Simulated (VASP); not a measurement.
The system is GaGe3.

```
CELL_PARAMETERS angstrom
0.00000 3.45360 3.45360
3.45360 0.00000 3.45360
3.45360 3.45360 0.00000
ATOMIC_POSITIONS crystal
Ge 0.50000 0.50000 0.50000
Ge 0.75000 0.75000 0.75000
Ge 0.25000 0.25000 0.25000
Ga 0.00000 0.00000 0.00000
```

Base run:

```yaml
Program: VASP 6.6.1
Functional: r2SCAN
Potentials_or_basis: VASP PAW PBE potentials, release 64 (Ge_d, Ga_d)
Cutoff: 520 eV
k_mesh: 7 × 7 × 7
Occupations: fermi-dirac, width 0.05 eV
Spin: no spin polarisation
```

Its results: pressure -5.5 GPa.

**Question.** The run is repeated on the same cell with these changes: functional from r2SCAN to PBEsol. What comes out?

**Answer.** Pressure -6.7 GPa.

Caveats: the PAW data sets were made with another functional, which shifts forces and pressure a little.
